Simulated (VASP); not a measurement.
# PbF2 (Fm-3m) in VASP: further runs

Runs on PbF2. Level: r2SCAN. Tasks: single point.

All numbers are computed with VASP 6.6.1; they aren't measurements. Logs are shortened: lines on timing, memory, paths and dates and some standing lists are left out, and cuts for length are marked.

## Step 1: The cell of the first run

It takes space group Fm-3m (No. 225, cubic). Conventional cell: a = 5.921 Å, b = 5.921 Å, c = 5.921 Å, α = 90.00°, β = 90.00°, γ = 90.00°. Within 3.4 Å of Pb (site symmetry m-3m) lie 8 F at 2.56 Å. F (site symmetry -43m) has 4 Pb at 2.56 Å and 6 F at 2.96 Å within 3.4 Å.

## Step 2: Single point, r2SCAN

The input, POSCAR:

```
PbF2
1.0
    0.0000000000      2.9606022788      2.9606022788
    2.9606022788      0.0000000000      2.9606022788
    2.9606022788      2.9606022788      0.0000000000
Pb F
1 2
Direct
    0.0000000000      0.0000000000      0.0000000000
    0.7500000000      0.7500000000      0.7500000000
    0.2500000000      0.2500000000      0.2500000000
```

The input, INCAR.step1:

```
ALGO = Normal
EDIFF = 1E-5
ENCUT = 660
GGA = PE
GGA_COMPAT = False
ISMEAR = -1
LASPH = True
LCHARG = False
LREAL = False
LWAVE = True
NBANDS = 21
NELM = 120
PREC = Accurate
SIGMA = 0.05
```

The input, INCAR.step2:

```
ALGO = Normal
EDIFF = 1E-6
ENCUT = 660
GGA_COMPAT = False
ISIF = 2
ISMEAR = -1
ISTART = 1
LASPH = True
LCHARG = False
LMIXTAU = True
LREAL = False
LWAVE = False
METAGGA = R2SCAN
NBANDS = 21
NELM = 120
PREC = Accurate
SIGMA = 0.05
```

The input, KPOINTS:

```
k-points
0
Gamma
  8 8 8
```

Potentials or basis: VASP PAW PBE potentials, release 64 (Pb_d, F).

Run with:

```bash
> cat potpaw_PBE.64/Pb_d/POTCAR potpaw_PBE.64/F/POTCAR > POTCAR
> cp INCAR.step1 INCAR
> mpirun -np 1 vasp_std > vasp.out
> cp INCAR.step2 INCAR
> mpirun -np 1 vasp_std > vasp.out
```

OUTCAR:

```text
EDIFF = 1E-6
   ENCUT = 660
   ISIF = 2
   ISMEAR = -1
   ISTART = 1
   LASPH = True
   LREAL = False
   METAGGA = R2SCAN
   NELM = 120
   PREC = Accurate

 ion  position               nearest neighbor table
   1  0.000  0.000  0.000-   2 2.56   3 2.56   2 2.56   2 2.56   2 2.56   3 2.56   3 2.56   3 2.56

   2  0.750  0.750  0.750-   1 2.56   1 2.56   1 2.56   1 2.56
   3  0.250  0.250  0.250-   1 2.56   1 2.56   1 2.56   1 2.56

  LATTYP: Found a face centered cubic cell.
 ALAT       =     5.9212045576

  Lattice vectors:

 A1 = (   0.0000000000,   2.9606022788,   2.9606022788)
 A2 = (   2.9606022788,   0.0000000000,   2.9606022788)
 A3 = (   2.9606022788,   2.9606022788,   0.0000000000)

Analysis of symmetry for initial positions (statically):
=====================================================================
 Subroutine PRICEL returns:
 Original cell was already a primitive cell.

 Routine SETGRP: Setting up the symmetry group for a
 face centered cubic supercell.

 Subroutine GETGRP returns: Found 48 space group operations
 (whereof 48 operations were pure point group operations)
 out of a pool of 48 trial point group operations.

The static configuration has the point symmetry O_h .

Analysis of symmetry for dynamics (positions and initial velocities):
=====================================================================
 Subroutine PRICEL returns:
 Original cell was already a primitive cell.

 Routine SETGRP: Setting up the symmetry group for a
 face centered cubic supercell.

 Subroutine GETGRP returns: Found 48 space group operations
 (whereof 48 operations were pure point group operations)
 out of a pool of 48 trial point group operations.

The dynamic configuration has the point symmetry O_h .

 Subroutine INISYM returns: Found 48 space group operations
 (whereof 48 operations are pure point group operations),
 and found     1 'primitive' translations

----------------------------------------------------------------------------------------

                                     Primitive cell

  volume of cell :      51.9003

  direct lattice vectors                    reciprocal lattice vectors
     0.000000000  2.960602279  2.960602279    -0.168884556  0.168884556  0.168884556
     2.960602279  0.000000000  2.960602279     0.168884556 -0.168884556  0.168884556
     2.960602279  2.960602279  0.000000000     0.168884556  0.168884556 -0.168884556

  length of vectors
     4.186923895  4.186923895  4.186923895     0.292516631  0.292516631  0.292516631

  position of ions in fractional coordinates (direct lattice)
     0.000000000  0.000000000  0.000000000
     0.750000000  0.750000000  0.750000000
     0.250000000  0.250000000  0.250000000

  ion indices of the primitive-cell ions
   primitive index   ion index
                 1           1
                 2           2
                 3           3

----------------------------------------------------------------------------------------

 KPOINTS: k-points

Automatic generation of k-mesh.
 Grid dimensions read from file:
 generate k-points for:    8    8    8

 Generating k-lattice:

  Cartesian coordinates                     Fractional coordinates (reciprocal lattice)
    -0.021110569  0.021110569  0.021110569     0.125000000  0.000000000  0.000000000
     0.021110569 -0.021110569  0.021110569     0.000000000  0.125000000  0.000000000
     0.021110569  0.021110569 -0.021110569     0.000000000  0.000000000  0.125000000

  Length of vectors
     0.036564579  0.036564579  0.036564579

  Shift w.r.t. Gamma in fractional coordinates (k-lattice)
     0.000000000  0.000000000  0.000000000

 Subroutine IBZKPT returns following result:
 ===========================================

 Found     29 irreducible k-points:

 Following reciprocal coordinates:
            Coordinates               Weight
  0.000000  0.000000  0.000000      1.000000
  0.125000  0.000000  0.000000      8.000000
  0.250000  0.000000  0.000000      8.000000
  0.375000  0.000000  0.000000      8.000000
  0.500000  0.000000  0.000000      4.000000
  0.125000  0.125000  0.000000      6.000000
[... 16 lines left out ...]
  0.500000  0.250000  0.125000     48.000000
 -0.375000  0.250000  0.125000     24.000000
 [... further k-points ...]
   k-points           NKPTS =     29   k-points in BZ     NKDIM =     29   number of bands    NBANDS=     21
   number of dos      NEDOS =    301   number of ions     NIONS =      3
   total plane-waves  NPLWV =  46656
   dimension x,y,z NGX =    36 NGY =   36 NGZ =   36
   dimension x,y,z NGXF=    72 NGYF=   72 NGZF=   72
   ions per type =               1   2
   NGX,Y,Z   is equivalent  to a cutoff of  14.29, 14.29, 14.29 a.u.
   NGXF,Y,Z  is equivalent  to a cutoff of  28.59, 28.59, 28.59 a.u.
 SYSTEM =  unknown system
   PREC   = accura    normal or accurate (medium, high low for compatibility)
   ISTART =      1    job   : 0-new  1-cont  2-samecut
   ICHARG =      0    charge: 1-file 2-atom 10-const
   ISPIN  =      1    spin polarized calculation?
   LNONCOLLINEAR =      F non collinear calculations
   LSORBIT =      F    spin-orbit coupling
   LASPH  =      T    aspherical Exc in radial PAW
   ENCUT  =  660.0 eV  48.51 Ry    6.96 a.u.   8.77  8.77  8.77*2*pi/ulx,y,z
   NELM   =    120;   NELMIN=  2; NELMDL=  0     # of ELM steps
   EDIFF  = 0.1E-05   stopping-criterion for ELM
   LREAL  =      F    real-space projection
   EDIFFG = 0.1E-04   stopping-criterion for IOM
   NSW    =      0    number of steps for IOM
   IBRION =     -1    ionic relax: 0-MD 1-quasi-New 2-CG
   NFREE  =      0    steps in history (QN), initial steepest desc. (CG)
   ISIF   =      2    stress and relaxation
   ISYM   =      2    0-nonsym 1-usesym 2-fastsym
   POTIM  = 0.5000    time-step for ionic-motion
   TEBEG  =    0.0;   TEEND  =   0.0 temperature during run
   PSTRESS=    0.0 pullay stress
   NELECT =      28.0000    total number of electrons
   NUPDOWN=      -1.0000    fix difference up-down
   EMIN   =  10.00;   EMAX   =-10.00  energy-range for DOS
   EFERMI =   0.00;   METHOD = LEGACY
   ISMEAR =    -1;   SIGMA  =   0.05  broadening in eV -4-tet -1-fermi 0-gaus
   EFERMI_NEDOS =   21; number of points for ismear=-14 and -15
   IALGO  =     38    algorithm
   IMIX   =      4    mixing-type and parameters
     AMIX     =   0.40;   BMIX     =  1.00
     AMIX_MAG =   1.60;   BMIX_MAG =  1.00
  volume/ion in A,a.u.               =      17.30       116.75
  Fermi-wavevector in a.u.,A,eV,Ry     =   1.332715  2.518467 24.165723  1.776131
  Thomas-Fermi vector in A             =   2.461629
   LORBIT       =      0    0 simple, 1 ext, 2 COOP (PROOUT), +10 PAW based schemes
   METAGGA = R2SCAN    functional components
   LHFCALC =     F    Hartree Fock is set to
   AEXX    =    0.0000 exact exchange contribution
   IVDW    =     0    specifies the selected vdW correction
   LEPSILON=     F    determine dielectric tensor
   LRPA    =     F    only Hartree local field effects (RPA)
 non-spin polarized calculation
  energy-cutoff  :      660.00
  volume of cell :       51.90
 maximum number of plane-waves:      2012
   NGX = 17   NGY = 17   NGZ = 17

 number of electron      28.0000008 magnetization

 Free energy of the ion-electron system (eV)
  ---------------------------------------------------
  ext. energy  EPLUGINS =         0.00000000
  ---------------------------------------------------
  free energy    TOTEN  =       -70.16923363 eV

  energy without entropy =      -70.16923363  energy(sigma->0) =      -70.16923363

 E-fermi :   2.7112     XC(G=0): -10.0258

 val. band max:        1.5449166246   @ k =  -0.2500   0.5000   0.2500
 cond. band min:       6.4791781431   @ k =   0.5000   0.5000   0.0000
 fundamental gap:      4.9342615185
 Fermi energy:         2.7111851695

 k-point     1 :       0.0000    0.0000    0.0000
  band No.  band energies     occupation
      1     -20.8671      2.00000
      2     -20.2741      2.00000
      3     -13.3236      2.00000
      4     -13.3236      2.00000
      5     -13.3236      2.00000
      6     -13.2721      2.00000
[... 13 lines left out ...]
     20      17.4730      0.00000
     21      19.9955      0.00000

 k-point     2 :       0.1250    0.0000    0.0000
  band No.  band energies     occupation
      1     -20.8388      2.00000
      2     -20.2996      2.00000
      3     -13.3174      2.00000
      4     -13.3174      2.00000
      5     -13.2926      2.00000
      6     -13.2720      2.00000
[... 13 lines left out ...]
     20      16.9945      0.00000
     21      19.1415      0.00000

 k-point     3 :       0.2500    0.0000    0.0000
  band No.  band energies     occupation
      1     -20.7637      2.00000
      2     -20.3666      2.00000
      3     -13.3087      2.00000
      4     -13.3087      2.00000
      5     -13.2653      2.00000
      6     -13.2653      2.00000
[... 13 lines left out ...]
     20      16.3619      0.00000
     21      17.8672      0.00000

 k-point     4 :       0.3750    0.0000    0.0000
  band No.  band energies     occupation
      1     -20.6661      2.00000
      2     -20.4541      2.00000
      3     -13.3088      2.00000
      4     -13.3088      2.00000
      5     -13.2497      2.00000
      6     -13.2497      2.00000
[... 13 lines left out ...]
     20      15.9965      0.00000
     21      16.8613      0.00000

 k-point     5 :       0.5000    0.0000    0.0000
  band No.  band energies     occupation
      1     -20.5898      2.00000
      2     -20.5257      2.00000
      3     -13.3102      2.00000
      4     -13.3102      2.00000
      5     -13.2418      2.00000
      6     -13.2418      2.00000
[... 13 lines left out ...]
     20      15.8887      0.00000
     21      16.4926      0.00000

 k-point     6 :       0.1250    0.1250    0.0000
  band No.  band energies     occupation
      1     -20.8299      2.00000
      2     -20.3074      2.00000
      3     -13.3111      2.00000
      4     -13.3111      2.00000
      5     -13.2893      2.00000
      6     -13.2769      2.00000
[... 13 lines left out ...]
     20      17.6273      0.00000
     21      19.4560      0.00000

 k-point     7 :       0.2500    0.1250    0.0000
  band No.  band energies     occupation
      1     -20.7722      2.00000
      2     -20.3582      2.00000
      3     -13.2999      2.00000
      4     -13.2997      2.00000
      5     -13.2773      2.00000
      6     -13.2622      2.00000
[... 13 lines left out ...]
     20      17.2810      0.00000
     21      18.8548      0.00000
[... 291 lines left out ...]
      1     -20.5701      2.00000
      2     -20.5299      2.00000
      3     -13.2976      2.00000
      4     -13.2595      2.00000
      5     -13.2469      2.00000
      6     -13.1954      2.00000
[... 13 lines left out ...]
     20      17.8924      0.00000
     21      19.0070      0.00000

 k-point    21 :       0.5000    0.5000    0.0000
  band No.  band energies     occupation
      1     -20.6042      2.00000
      2     -20.4937      2.00000
      3     -13.3088      2.00000
      4     -13.2484      2.00000
      5     -13.2354      2.00000
      6     -13.2354      2.00000
[... 13 lines left out ...]
     20      19.1776      0.00000
     21      19.5559      0.00000

 k-point    22 :       0.3750    0.2500    0.1250
  band No.  band energies     occupation
      1     -20.7112      2.00000
      2     -20.4106      2.00000
      3     -13.2922      2.00000
      4     -13.2840      2.00000
      5     -13.2767      2.00000
      6     -13.2461      2.00000
[... 13 lines left out ...]
     20      17.4183      0.00000
     21      18.6407      0.00000

 k-point    23 :       0.5000    0.2500    0.1250
  band No.  band energies     occupation
      1     -20.6335      2.00000
      2     -20.4782      2.00000
      3     -13.2930      2.00000
      4     -13.2825      2.00000
      5     -13.2573      2.00000
      6     -13.2235      2.00000
[... 13 lines left out ...]
     20      18.1021      0.00000
     21      18.8114      0.00000

 k-point    24 :      -0.3750    0.2500    0.1250
  band No.  band energies     occupation
      1     -20.5696      2.00000
      2     -20.5376      2.00000
      3     -13.2933      2.00000
      4     -13.2845      2.00000
      5     -13.2452      2.00000
      6     -13.2149      2.00000
[... 13 lines left out ...]
     20      18.3818      0.00000
     21      18.7645      0.00000

 [... further k-points ...]

------------------------ aborting loop because EDIFF is reached ----------------------------------------

  FORCE on cell =-STRESS in cart. coord.  units (eV):
  Direction    XX          YY          ZZ          XY          YZ          ZX
  --------------------------------------------------------------------------------------
  -------------------------------------------------------------------------------------
  Total       -0.0505397     -0.0505397     -0.0505397      0.0000000     -0.0000000      0.0000000
  in kB       -1.5601748     -1.5601748     -1.5601748      0.0000000     -0.0000000      0.0000000
  external PRESSURE =      -1.5601748 kB  Pullay stress =       0.0000000 kB

 VOLUME and BASIS-vectors are now :
 -----------------------------------------------------------------------------
  energy-cutoff  :      660.00
  volume of cell :       51.90
      direct lattice vectors                 reciprocal lattice vectors
     0.000000000  2.960602279  2.960602279    -0.168884556  0.168884556  0.168884556
     2.960602279  0.000000000  2.960602279     0.168884556 -0.168884556  0.168884556
     2.960602279  2.960602279  0.000000000     0.168884556  0.168884556 -0.168884556

 POSITION                                       TOTAL-FORCE (eV/Angst)
 -----------------------------------------------------------------------------------
      0.00000      0.00000      0.00000         0.000000      0.000000      0.000000
      4.44090      4.44090      4.44090        -0.000000     -0.000000     -0.000000
      1.48030      1.48030      1.48030         0.000000      0.000000      0.000000
 -----------------------------------------------------------------------------------
    total drift:                                0.000000      0.000000      0.000000

  FREE ENERGIE OF THE ION-ELECTRON SYSTEM (eV)
  ---------------------------------------------------
  free  energy   TOTEN  =       -70.1692336333 eV

  energy  without entropy=      -70.1692336333  energy(sigma->0) =      -70.16923363
```

Run time: 64 s. Hardware: 1 thread of Intel Xeon 6975P-C (Granite Rapids), shared host; peak memory 0.22 GiB.

What came out:

```
Free energy            : -70.1692 eV
Pressure               : -0.2 GPa
Band gap on the k mesh : 4.93 eV (least direct gap 5.08 eV)
```

Levels at points of the mesh, in eV from the valence-band top:
```
           k point  band 11  band 12  band 13  band 14  band 15  band 16  band 17  band 18
(0.00, 0.00, 0.00)    -2.67    -2.16    -2.16    -2.16     7.31     7.31     7.31    10.70
(0.50, 0.00, 0.00)    -2.85    -2.34    -2.34    -0.06     5.38     8.25     8.25    13.46
(0.50, 0.50, 0.00)    -1.75    -1.75    -1.75    -0.14     4.93     8.46     8.46     9.07
```

Caveat: the PAW data sets were made with another functional, which shifts forces and pressure a little; spin-orbit coupling is left out, which moves the levels of the heavy elements.

## Step 3: Single point, r2SCAN

POSCAR is that of step 2.

The input, INCAR.step1:

```
SYSTEM = PbF2
PREC     = Accurate       ! precision mode
ENCUT    = 660            ! plane-wave cutoff, eV
ISMEAR   = -1             ! smearing method
SIGMA    = 0.05           ! smearing width, eV
LREAL    = .False.        ! projectors in reciprocal space
LASPH    = .True.         ! aspherical terms in the spheres
NELM     = 120            ! most SCF steps
NBANDS   = 21             ! bands
GGA      = PE             ! functional
ALGO     = Normal         ! electronic algorithm
EDIFF    = 1E-5           ! SCF threshold, eV
LWAVE    = .True.         ! write WAVECAR
LCHARG   = .False.        ! write CHGCAR
GGA_COMPAT= .False.
```

The input, INCAR.step2:

```
SYSTEM = PbF2
PREC     = Accurate       ! precision mode
ENCUT    = 660            ! plane-wave cutoff, eV
EDIFF    = 1E-6           ! SCF threshold, eV
ISMEAR   = -1             ! smearing method
SIGMA    = 0.05           ! smearing width, eV
LREAL    = .False.        ! projectors in reciprocal space
LASPH    = .True.         ! aspherical terms in the spheres
NELM     = 120            ! most SCF steps
ALGO     = Normal         ! electronic algorithm
ISIF     = 2              ! what is computed and relaxed
LWAVE    = .False.        ! write WAVECAR
LCHARG   = .True.         ! write CHGCAR
METAGGA  = R2SCAN         ! meta-GGA
LMIXTAU  = .True.       
LELF     = .True.         ! ELF
LVHAR    = .True.       
NBANDS   = 21             ! bands
ISTART   = 1            
GGA_COMPAT= .False.
```

The input, KPOINTS:

```
Automatic mesh
0
Gamma
  8 8 8
  0 0 0
```

Potentials or basis: VASP PAW PBE potentials, release 64 (Pb_d, F).

Run with:

```bash
> cat potpaw_PBE.64/Pb_d/POTCAR potpaw_PBE.64/F/POTCAR > POTCAR
> cp INCAR.step1 INCAR
> mpirun -np 1 vasp_std > vasp.out
> cp INCAR.step2 INCAR
> mpirun -np 1 vasp_std > vasp.out
```

It took 65 s on 1 thread of Intel Xeon 6975P-C (Granite Rapids), shared host; peak memory 0.23 GiB.

Results (log left out):

```
Free energy            : -70.1692 eV
Pressure               : -0.2 GPa
Band gap on the k mesh : 4.93 eV (least direct gap 5.08 eV)
```

Levels at points of the mesh, in eV from the valence-band top:
```tsv
k point	band 12	band 13	band 14	band 15	band 16	band 17
(0.00, 0.00, 0.00)	-2.16	-2.16	-2.16	7.31	7.31	7.31
(0.50, 0.00, 0.00)	-2.34	-2.34	-0.06	5.38	8.25	8.25
(0.50, 0.50, 0.00)	-1.75	-1.75	-0.14	4.93	8.46	8.46
```

Caveat: the PAW data sets were made with another functional, which shifts forces and pressure a little; spin-orbit coupling is left out, which moves the levels of the heavy elements. r2SCAN opens gaps a little over a GGA but as a rule still falls short of measured ones.
